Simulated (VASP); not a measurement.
# Ge (Imma) in VASP: notebook

Runs on Ge. Level: LDA. Tasks: single point.

Program: VASP 6.6.1. These are calculated values, not measurements. Logs are shortened: lines on timing, memory, paths and dates and some standing lists are left out, and cuts for length are marked.

### 1 The cell of the first run

It takes space group Imma (No. 74, orthorhombic). The conventional cell has a = 4.992 Å, b = 5.302 Å, c = 2.874 Å, α = 90.00°, β = 90.00°, γ = 90.00°. Within 3.5 Å of Ge (site symmetry mm2) lie 8 Ge at 2.68 to 3.08 Å.

### 2 Single point, LDA

INCAR

```
SYSTEM = Ge
ALGO = Normal
EDIFF = 1E-6
ENCUT = 520
GGA = CA
ISIF = 2
ISMEAR = -1
LASPH = .TRUE.
LCHARG = .FALSE.
LREAL = .FALSE.
LWAVE = .FALSE.
NBANDS = 21
NELM = 60
PREC = Accurate
SIGMA = 0.1
```

KPOINTS

```
k-points
0
G
  11 11 11
  0 0 0
```

POSCAR

```
Ge
1.0
    3.9142560000      0.0000000000      0.0000000000
   -2.8592321031      2.6732362062      0.0000000000
   -0.3237519431     -1.4170344138      3.6343635183
Ge
2
Direct
    0.1859430000      0.9359430000      0.2500000000
    0.8140570000      0.0640570000      0.7500000000
```

Potentials or basis: VASP PAW LDA potentials, release 64 (Ge_d).

Launch:

```sh
$ cat potpaw_LDA.64/Ge_d/POTCAR > POTCAR
$ mpirun -np 1 vasp_std > vasp.out
```

OUTCAR:

```text
SYSTEM = Ge
   EDIFF = 1E-6
   ENCUT = 520
   GGA = CA
   ISIF = 2
   ISMEAR = -1
   LASPH = .TRUE.
   LREAL = .FALSE.
   NELM = 60
   PREC = Accurate

 ion  position               nearest neighbor table
   1  0.186  0.936  0.250-   2 2.68   2 2.68   2 2.72   2 2.72
   2  0.814  0.064  0.750-   1 2.68   1 2.68   1 2.72   1 2.72

  LATTYP: Found a body centered orthorhombic cell.
 ALAT       =     2.8738940894
 B/A-ratio  =     1.7369450546
 C/A-ratio  =     1.8447884144

  Lattice vectors:

 A1 = (  -2.8592321031,   2.6732362062,   0.0000000000)
 A2 = (  -0.7312719538,  -1.2562017924,  -3.6343635183)
 A3 = (  -0.3237519431,  -1.4170344138,   3.6343635183)

Analysis of symmetry for initial positions (statically):
=====================================================================
 Subroutine PRICEL returns:
 Original cell was already a primitive cell.

 Routine SETGRP: Setting up the symmetry group for a
 body centered orthorhombic supercell.

 Subroutine GETGRP returns: Found  8 space group operations
 (whereof  4 operations were pure point group operations)
 out of a pool of  8 trial point group operations.

The static configuration has the point symmetry C_2h.
 The point group associated with its full space group is D_2h.

Analysis of symmetry for dynamics (positions and initial velocities):
=====================================================================
 Subroutine PRICEL returns:
 Original cell was already a primitive cell.

 Routine SETGRP: Setting up the symmetry group for a
 body centered orthorhombic supercell.

 Subroutine GETGRP returns: Found  8 space group operations
 (whereof  4 operations were pure point group operations)
 out of a pool of  8 trial point group operations.

The dynamic configuration has the point symmetry C_2h.
 The point group associated with its full space group is D_2h.

 Subroutine INISYM returns: Found  8 space group operations
 (whereof  4 operations are pure point group operations),
 and found     1 'primitive' translations

----------------------------------------------------------------------------------------

                                     Primitive cell

  volume of cell :      38.0290

  direct lattice vectors                    reciprocal lattice vectors
     3.914256000  0.000000000  0.000000000     0.255476392  0.273251686  0.129298574
[... 75 lines left out ...]
   NGXF,Y,Z  is equivalent  to a cutoff of  25.48, 25.48, 25.48 a.u.
 SYSTEM =  Ge
   PREC   = accura    normal or accurate (medium, high low for compatibility)
   ISTART =      0    job   : 0-new  1-cont  2-samecut
   ICHARG =      2    charge: 1-file 2-atom 10-const
   ISPIN  =      1    spin polarized calculation?
   LNONCOLLINEAR =      F non collinear calculations
   LSORBIT =      F    spin-orbit coupling
   LASPH  =      T    aspherical Exc in radial PAW
   ENCUT  =  520.0 eV  38.22 Ry    6.18 a.u.   7.28  7.28  7.28*2*pi/ulx,y,z
   NELM   =     60;   NELMIN=  2; NELMDL= -5     # of ELM steps
   EDIFF  = 0.1E-05   stopping-criterion for ELM
   LREAL  =      F    real-space projection
   EDIFFG = 0.1E-04   stopping-criterion for IOM
   NSW    =      0    number of steps for IOM
   IBRION =     -1    ionic relax: 0-MD 1-quasi-New 2-CG
   NFREE  =      0    steps in history (QN), initial steepest desc. (CG)
   ISIF   =      2    stress and relaxation
   ISYM   =      2    0-nonsym 1-usesym 2-fastsym
   POTIM  = 0.5000    time-step for ionic-motion
   TEBEG  =    0.0;   TEEND  =   0.0 temperature during run
   PSTRESS=    0.0 pullay stress
   NELECT =      28.0000    total number of electrons
   NUPDOWN=      -1.0000    fix difference up-down
   EMIN   =  10.00;   EMAX   =-10.00  energy-range for DOS
   EFERMI =   0.00;   METHOD = LEGACY
   ISMEAR =    -1;   SIGMA  =   0.10  broadening in eV -4-tet -1-fermi 0-gaus
   EFERMI_NEDOS =   21; number of points for ismear=-14 and -15
   IALGO  =     38    algorithm
   IMIX   =      4    mixing-type and parameters
     AMIX     =   0.40;   BMIX     =  1.00
     AMIX_MAG =   1.60;   BMIX_MAG =  1.00
  volume/ion in A,a.u.               =      19.01       128.32
  Fermi-wavevector in a.u.,A,eV,Ry     =   1.478277  2.793539 29.732857  2.185303
  Thomas-Fermi vector in A             =   2.592578
   LORBIT       =      0    0 simple, 1 ext, 2 COOP (PROOUT), +10 PAW based schemes
   GGA     = CA    functional components
   LHFCALC =     F    Hartree Fock is set to
   AEXX    =    0.0000 exact exchange contribution
   IVDW    =     0    specifies the selected vdW correction
   LEPSILON=     F    determine dielectric tensor
   LRPA    =     F    only Hartree local field effects (RPA)
 non-spin polarized calculation
  energy-cutoff  :      520.00
  volume of cell :       38.03
 maximum number of plane-waves:      1044
 NGX is ok and might be reduce to    30
   NGX = 15   NGY = 15   NGZ = 15

 number of electron      28.0000014 magnetization

 Free energy of the ion-electron system (eV)
  ---------------------------------------------------
  ext. energy  EPLUGINS =         0.00000000
  ---------------------------------------------------
  free energy    TOTEN  =        -9.99521607 eV

  energy without entropy =       -9.96840417  energy(sigma->0) =       -9.98181012

 E-fermi :   6.2546     XC(G=0): -11.4745

 val. band max:        6.2500345338   @ k =  -0.2727   0.3636   0.1818
 cond. band min:       6.2620574124   @ k =   0.4545   0.2727   0.0909
 fundamental gap:      0.0120228786
 Fermi energy:         6.2545852268

 k-point     1 :       0.0000    0.0000    0.0000
  band No.  band energies     occupation
      1     -18.5778      2.00000
      2     -18.5004      2.00000
      3     -18.4988      2.00000
      4     -18.4954      2.00000
      5     -18.4624      2.00000
      6     -18.4251      2.00000
[... 565 lines left out ...]
     20      17.1253      0.00000
     21      17.3292      0.00000

 [... further k-points ...]
[... 5 lines left out ...]
  --------------------------------------------------------------------------------------
  -------------------------------------------------------------------------------------
  Total       -0.9714239     -1.0510255     -0.9335985     -0.0372117      0.0704675     -0.1785516
  in kB      -40.9264847    -44.2801309    -39.3328854     -1.5677439      2.9688244     -7.5224528
  external PRESSURE =     -41.5131670 kB  Pullay stress =       0.0000000 kB

 VOLUME and BASIS-vectors are now :
 -----------------------------------------------------------------------------
  energy-cutoff  :      520.00
  volume of cell :       38.03
      direct lattice vectors                 reciprocal lattice vectors
     3.914256000  0.000000000  0.000000000     0.255476392  0.273251686  0.129298574
    -2.859232103  2.673236206  0.000000000     0.000000000  0.374078429  0.145852776
    -0.323751943 -1.417034414  3.634363518     0.000000000  0.000000000  0.275151342

 POSITION                                       TOTAL-FORCE (eV/Angst)
 -----------------------------------------------------------------------------------
     -2.02919      2.14774      0.90859        -0.022051     -0.055874     -0.000000
      2.76046     -0.89154      2.72577         0.022051      0.055874      0.000000
 -----------------------------------------------------------------------------------
    total drift:                                0.000000     -0.000000      0.000000

  FREE ENERGIE OF THE ION-ELECTRON SYSTEM (eV)
  ---------------------------------------------------
  free  energy   TOTEN  =        -9.9952160726 eV

  energy  without entropy=       -9.9684041706  energy(sigma->0) =       -9.98181012
```

Wall time 3.9 min (1 thread of Intel Xeon Platinum 8488C (Sapphire Rapids), shared host); peak memory 0.24 GiB.

What came out:

```yaml
Free_energy: -9.9952 eV
Pressure: -4.2 GPa
Largest_force: 0.060 eV/Å
Band_gap_on_the_k_mesh: zero (bands 14 and 15 overlap by 5.13 eV)
```

Forces in eV/Å, atoms in the order of the input:
```
Ge  -0.022 -0.056  0.000
Ge   0.022  0.056  0.000
```

Caveat: the cell stands under tension.

### 3 Single point, LDA

INCAR

```
SYSTEM = Ge
PREC = Accurate
ENCUT = 520
EDIFF = 1E-7
ISMEAR = -1
SIGMA = 0.1
LREAL = .False.
LASPH = .True.
NELM = 80
ALGO = Normal
ISIF = 2
LWAVE = .False.
LCHARG = .False.
NBANDS = 21
```

KPOINTS

```
Automatic mesh
0
Gamma
  11 11 11
  0 0 0
```

POSCAR is that of step 2.

Potentials or basis: VASP PAW LDA potentials, release 64 (Ge_d).

Launch:

```sh
$ cat potpaw_LDA.64/Ge_d/POTCAR > POTCAR
$ mpirun -np 1 vasp_std > vasp.out
```

OUTCAR:

```text
SYSTEM = Ge
   PREC = Accurate
   ENCUT = 520
   EDIFF = 1E-7
   ISMEAR = -1
   LREAL = .False.
   LASPH = .True.
   NELM = 80
   ISIF = 2

 ion  position               nearest neighbor table
   1  0.186  0.936  0.250-   2 2.68   2 2.68   2 2.72   2 2.72
   2  0.814  0.064  0.750-   1 2.68   1 2.68   1 2.72   1 2.72

  LATTYP: Found a body centered orthorhombic cell.
 ALAT       =     2.8738940894
 B/A-ratio  =     1.7369450546
 C/A-ratio  =     1.8447884144

  Lattice vectors:

 A1 = (  -2.8592321031,   2.6732362062,   0.0000000000)
 A2 = (  -0.7312719538,  -1.2562017924,  -3.6343635183)
 A3 = (  -0.3237519431,  -1.4170344138,   3.6343635183)

Analysis of symmetry for initial positions (statically):
=====================================================================
 Subroutine PRICEL returns:
 Original cell was already a primitive cell.

 Routine SETGRP: Setting up the symmetry group for a
 body centered orthorhombic supercell.

 Subroutine GETGRP returns: Found  8 space group operations
 (whereof  4 operations were pure point group operations)
 out of a pool of  8 trial point group operations.

The static configuration has the point symmetry C_2h.
 The point group associated with its full space group is D_2h.

Analysis of symmetry for dynamics (positions and initial velocities):
=====================================================================
 Subroutine PRICEL returns:
 Original cell was already a primitive cell.

 Routine SETGRP: Setting up the symmetry group for a
 body centered orthorhombic supercell.

 Subroutine GETGRP returns: Found  8 space group operations
 (whereof  4 operations were pure point group operations)
 out of a pool of  8 trial point group operations.

The dynamic configuration has the point symmetry C_2h.
 The point group associated with its full space group is D_2h.

 Subroutine INISYM returns: Found  8 space group operations
[... 112 lines left out ...]
   ISMEAR =    -1;   SIGMA  =   0.10  broadening in eV -4-tet -1-fermi 0-gaus
   EFERMI_NEDOS =   21; number of points for ismear=-14 and -15
   IALGO  =     38    algorithm
   IMIX   =      4    mixing-type and parameters
     AMIX     =   0.40;   BMIX     =  1.00
     AMIX_MAG =   1.60;   BMIX_MAG =  1.00
  volume/ion in A,a.u.               =      19.01       128.32
  Fermi-wavevector in a.u.,A,eV,Ry     =   1.478277  2.793539 29.732857  2.185303
  Thomas-Fermi vector in A             =   2.592578
   LORBIT       =      0    0 simple, 1 ext, 2 COOP (PROOUT), +10 PAW based schemes
   GGA     = CA    functional components
   LHFCALC =     F    Hartree Fock is set to
   AEXX    =    0.0000 exact exchange contribution
   IVDW    =     0    specifies the selected vdW correction
   LEPSILON=     F    determine dielectric tensor
   LRPA    =     F    only Hartree local field effects (RPA)
 non-spin polarized calculation
  energy-cutoff  :      520.00
  volume of cell :       38.03
 maximum number of plane-waves:      1044
 NGX is ok and might be reduce to    30
   NGX = 15   NGY = 15   NGZ = 15

 number of electron      28.0000014 magnetization

 Free energy of the ion-electron system (eV)
  ---------------------------------------------------
  ext. energy  EPLUGINS =         0.00000000
  ---------------------------------------------------
  free energy    TOTEN  =        -9.99521606 eV

  energy without entropy =       -9.96840429  energy(sigma->0) =       -9.98181017

 E-fermi :   6.2546     XC(G=0): -11.4745

 val. band max:        6.2500758470   @ k =  -0.2727   0.3636   0.1818
 cond. band min:       6.2620835990   @ k =   0.4545   0.2727   0.0909
 fundamental gap:      0.0120077520
 Fermi energy:         6.2546173201

 k-point     1 :       0.0000    0.0000    0.0000
  band No.  band energies     occupation
      1     -18.5775      2.00000
      2     -18.5002      2.00000
      3     -18.4986      2.00000
      4     -18.4951      2.00000
      5     -18.4622      2.00000
      6     -18.4249      2.00000
[... 565 lines left out ...]
     20      17.1253      0.00000
     21      17.3292      0.00000

 [... further k-points ...]

------------------------ aborting loop because EDIFF is reached ----------------------------------------

  FORCE on cell =-STRESS in cart. coord.  units (eV):
  Direction    XX          YY          ZZ          XY          YZ          ZX
  --------------------------------------------------------------------------------------
  -------------------------------------------------------------------------------------
  Total       -0.9681878     -1.0494691     -0.9301847     -0.0379970      0.0700648     -0.1775312
  in kB      -40.7901458    -44.2145620    -39.1890615     -1.6008271      2.9518566     -7.4794597
  external PRESSURE =     -41.3979231 kB  Pullay stress =       0.0000000 kB

 VOLUME and BASIS-vectors are now :
 -----------------------------------------------------------------------------
  energy-cutoff  :      520.00
  volume of cell :       38.03
      direct lattice vectors                 reciprocal lattice vectors
     3.914256000  0.000000000  0.000000000     0.255476392  0.273251686  0.129298574
    -2.859232103  2.673236206  0.000000000     0.000000000  0.374078429  0.145852776
    -0.323751943 -1.417034414  3.634363518     0.000000000  0.000000000  0.275151342

 POSITION                                       TOTAL-FORCE (eV/Angst)
 -----------------------------------------------------------------------------------
     -2.02919      2.14774      0.90859        -0.022081     -0.055950      0.000000
      2.76046     -0.89154      2.72577         0.022081      0.055950     -0.000000
 -----------------------------------------------------------------------------------
    total drift:                                0.000000     -0.000000      0.000000

  FREE ENERGIE OF THE ION-ELECTRON SYSTEM (eV)
  ---------------------------------------------------
  free  energy   TOTEN  =        -9.9952160619 eV

  energy  without entropy=       -9.9684042879  energy(sigma->0) =       -9.98181017
```

OSZICAR:

```text
N       E                     dE             d eps       ncg     rms          rms(c)
DAV:   1     0.176005961553E+03    0.17601E+03   -0.14347E+04 10347   0.372E+03
DAV:   2     0.139135821165E+02   -0.16209E+03   -0.15743E+03  9127   0.595E+02
DAV:   3    -0.936271992518E+01   -0.23276E+02   -0.23075E+02 10327   0.132E+02
DAV:   4    -0.100232710539E+02   -0.66055E+00   -0.66002E+00 10278   0.257E+01
DAV:   5    -0.100330977721E+02   -0.98267E-02   -0.98265E-02 10271   0.345E+00    0.207E+00
DAV:   6    -0.100067499706E+02    0.26348E-01   -0.22205E-02 12354   0.238E+00    0.114E+00
DAV:   7    -0.999556249230E+01    0.11187E-01   -0.14128E-02 12395   0.162E+00    0.110E-01
DAV:   8    -0.999521829535E+01    0.34420E-03   -0.19831E-03 11317   0.774E-01    0.400E-02
DAV:   9    -0.999521624225E+01    0.20531E-05   -0.48558E-05 11058   0.853E-02    0.102E-02
DAV:  10    -0.999521608338E+01    0.15887E-06   -0.37210E-06 12091   0.261E-02    0.262E-03
DAV:  11    -0.999521606189E+01    0.21491E-07   -0.12962E-07  7647   0.468E-03
   1 F= -.99952161E+01 E0= -.99818102E+01  d E =-.268118E-01
```

Run time: 4.4 min. Hardware: 1 thread of Intel Xeon Platinum 8488C (Sapphire Rapids), shared host; peak memory 0.25 GiB.

Results:

* Free energy: -9.9952 eV
* Pressure: -4.1 GPa
* Largest force: 0.060 eV/Å
* Band gap on the k mesh: zero (bands 14 and 15 overlap by 5.13 eV)

Forces in eV/Å, atoms in the order of the input:
```
Ge  -0.022 -0.056  0.000
Ge   0.022  0.056  0.000
```

Levels at points of the mesh, in eV from the Fermi level:
```csv
k point,band 11,band 12,band 13,band 14,band 15,band 16,band 17,band 18
"(0.00, 0.00, 0.00)",-13.10,-3.91,-2.34,-1.89,3.55,6.88,7.08,7.79
```

Caveat: the cell stands under tension.

(Continued in part 2 of 2.)
